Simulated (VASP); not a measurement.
Set up this calculation in VASP 6.6.1, as the native input.

- Task: single point
- Functional: PBE
- Potentials or basis: VASP PAW PBE potentials, release 64 (Zr_sv, B)
- Cutoff: 520 eV
- k mesh: 12 × 12 × 9
- Occupations: fermi-dirac, width 0.05 eV
- Spin: no spin polarisation
- Dipole correction: no
- Further INCAR settings: ALGO = Normal; EDIFF = 1e-06; NBANDS = 16

The structure of ZrB2 lies in POSCAR:

```
ZrB2
1.0
    3.1649998255      0.0000000000      0.0000000000
   -1.5824999128      2.7409702519      0.0000000000
    0.0000000000      0.0000000000      3.5200000000
Zr B
1 2
Direct
    0.0000000000      0.0000000000      0.0000000000
    0.3333333333      0.6666666667      0.5000000000
    0.6666666667      0.3333333333      0.5000000000
```

These files were run (other wordings do the same):

INCAR

```
SYSTEM = ZrB2
ALGO = Normal
EDIFF = 1E-6
ENCUT = 520
GGA = PE
ISIF = 2
ISMEAR = -1
LASPH = .TRUE.
LCHARG = .FALSE.
LREAL = .FALSE.
LWAVE = .FALSE.
NBANDS = 16
NELM = 60
PREC = Accurate
SIGMA = 0.05
```

KPOINTS

```
k-points
0
G
  12 12 9
  0 0 0
```

Potentials or basis: VASP PAW PBE potentials, release 64 (Zr_sv, B).

The run is started by

```bash
$ cat potpaw_PBE.64/Zr_sv/POTCAR potpaw_PBE.64/B/POTCAR > POTCAR
$ mpirun -np 1 vasp_std > vasp.out
```

It gave:

```
Pressure               : 2.5 GPa
Band gap on the k mesh : zero (band 9 reaches 11.35 eV, above the bottom of band 10 at 10.07 eV)
```

Wall time 24 s on 1 thread of Intel(R) Xeon(R) Platinum 8259CL CPU @ 2.50GHz (Skylake/Cascade Lake) (shared host), peak memory 0.17 GiB.
